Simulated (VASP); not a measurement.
Crystal: Pd.

```
Pd
1.0
     2.78367    0.00000    0.00000
    -1.39183    2.41072    0.00000
     0.00000    0.00000    4.62889
Pd
2
Cartesian
  0.0000 1.6071 1.1572
  1.3918 0.8036 3.4717
```

| Property | Result |
| --- | --- |
| Program | VASP 6.6.1 |
| Task | relaxation of cell and atoms |
| Functional | revPBE |
| Dispersion | D4 |
| Potentials or basis | VASP PAW PBE potentials, release 64 (Pd) |
| Cutoff | 600 eV |
| k mesh | 11 × 11 × 6 |
| Occupations | fermi-dirac, width 0.05 eV |
| Spin | no spin polarisation |

At the start: pressure -6.3 GPa; volume 15.53 Å³/atom.

**Question.** How do energy, volume and symmetry change on relaxing?

**Answer.** Over 6 steps the energy falls by 12.3 meV/atom and the volume is 14.94 Å³/atom (-3.8 %); space group P6_3/mmc (No. 194, to 0.05 Å).

Step by step:
| step | energy change (eV) | largest force (eV/Å) | pressure (GPa) | volume (Å³) |
| --- | --- | --- | --- | --- |
| 1 | 0.0000 | 0.0000 | -6.32 | 31.06 |
| 2 | 0.0216 | 0.0000 | 10.60 | 28.39 |
| 3 | -0.0246 | 0.0000 | -0.06 | 29.88 |
| 4 | -0.0246 | 0.0000 | 0.09 | 29.86 |
| 5 | -0.0246 | 0.0000 | -0.12 | 29.89 |
| 6 | -0.0246 | 0.0000 | -0.05 | 29.88 |

Final structure:
```yaml
crystal:
  lattice:
    - [2.74695, 0.00000, 0.00000]
    - [-1.37347, 2.37893, 0.00000]
    - [0.00000, 0.00000, 4.57285]
  atoms:
    - { symbol: Pd, position: [0.33333, 0.66667, 0.25000] }
    - { symbol: Pd, position: [0.66667, 0.33333, 0.75000] }
```

Caveat: the PAW data sets were made with another functional, which shifts forces and pressure a little; pairwise dispersion overbinds metals, which lowers pressure and volume.
